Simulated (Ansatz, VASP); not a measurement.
**Two plane-wave programs on Y5Ti**

```
Y Ti
1.0
     0.00000    4.52877    4.52877
     4.52877    0.00000    4.52877
     4.52877    4.52877    0.00000
Y Ti
5 1
Direct
  0.25000 0.25000 0.25000
  0.62591 0.12228 0.62591
  0.62591 0.62591 0.12228
  0.62591 0.62591 0.62591
  0.12228 0.62591 0.62591
  0.00000 0.00000 0.00000
```

Change from the starting cell: species swapped into the TbCu5 type (F-43m, No. 216).

Alike in both runs: functional PBE; k mesh 4 × 4 × 4; occupations gaussian, width 0.1 eV; no spin polarisation.

Ansatz relaxed the structure, and its values are those at the end. VASP's run is a single point on that final structure, the one shown.

```csv
,VASP,Ansatz
version,VASP 6.6.1,Ansatz 0.2.0
potentials or method,"VASP PAW PBE potentials, release 64 (Y_sv, Ti_sv), cutoff 500 eV","scalar-relativistic, plane waves, PAW"
valence electrons in the cell,67,67
```

|  | VASP | Ansatz | Ansatz less VASP |
| --- | --- | --- | --- |
| gap on the k mesh at the Fermi level (eV) | none | none | - |
| pressure (GPa) | -0.1 | 0.1 | +0.15 |

A gap of «none» marks a metal or a gap that the smearing closes.
